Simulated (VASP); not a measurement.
Write the native input for VASP 6.6.1 that does the following.

```
Task                   : single point
Functional             : r2SCAN
Potentials or basis    : VASP PAW PBE potentials, release 64 (B_h, N_h)
Cutoff                 : 1460 eV
k mesh                 : 12 × 12 × 12
Occupations            : gaussian, width 0.02 eV
Spin                   : no spin polarisation
Dipole correction      : no
Further INCAR settings : ALGO = Normal; EDIFF = 1e-06; NBANDS = 11
```

The system is BN.

```xyz
2
Lattice="0.0000 1.8026 1.8026 1.8026 0.0000 1.8026 1.8026 1.8026 0.0000" Properties=species:S:1:pos:R:3 pbc="T T T"
B     0.0000    0.0000    0.0000
N     0.9013    0.9013    0.9013
```

One way to write it, as run:

POSCAR

```
BN
1.0
    0.0000000000      1.8025552940      1.8025552940
    1.8025552940      0.0000000000      1.8025552940
    1.8025552940      1.8025552940      0.0000000000
B N
1 1
Direct
    0.0000000000      0.0000000000      0.0000000000
    0.2500000000      0.2500000000      0.2500000000
```

INCAR.step1

```
PREC = Accurate
ENCUT = 1460
ISMEAR = 0
SIGMA = 0.02
LREAL = F
LASPH = T
NELM = 120
NBANDS = 11
GGA = PE
ALGO = Normal
EDIFF = 1E-5
LWAVE = T
LCHARG = F
GGA_COMPAT = F
```

INCAR.step2

```
PREC = Accurate
ENCUT = 1460
EDIFF = 1E-6
ISMEAR = 0
SIGMA = 0.02
LREAL = F
LASPH = T
NELM = 120
ALGO = Normal
ISIF = 2
LWAVE = F
LCHARG = T
METAGGA = R2SCAN
LMIXTAU = T
LELF = T
LVHAR = T
NBANDS = 11
ISTART = 1
GGA_COMPAT = F
```

KPOINTS

```
regular mesh
0
Gamma
  12 12 12
```

Potentials or basis: VASP PAW PBE potentials, release 64 (B_h, N_h).

Launch:

```bash
$ cat potpaw_PBE.64/B_h/POTCAR potpaw_PBE.64/N_h/POTCAR > POTCAR
$ cp INCAR.step1 INCAR
$ mpirun -np 1 vasp_std > vasp.out
$ cp INCAR.step2 INCAR
$ mpirun -np 1 vasp_std > vasp.out
```

It gave:

- Pressure: 1.0 GPa
- Band gap on the k mesh: 5.00 eV (least direct gap 9.59 eV)

Caveat: the PAW data sets were made with another functional, which shifts forces and pressure a little.

Wall time 65 s on 1 thread of Intel(R) Xeon(R) Platinum 8375C CPU @ 2.90GHz (Ice Lake), with other jobs on the host, peak memory 0.2 GiB.
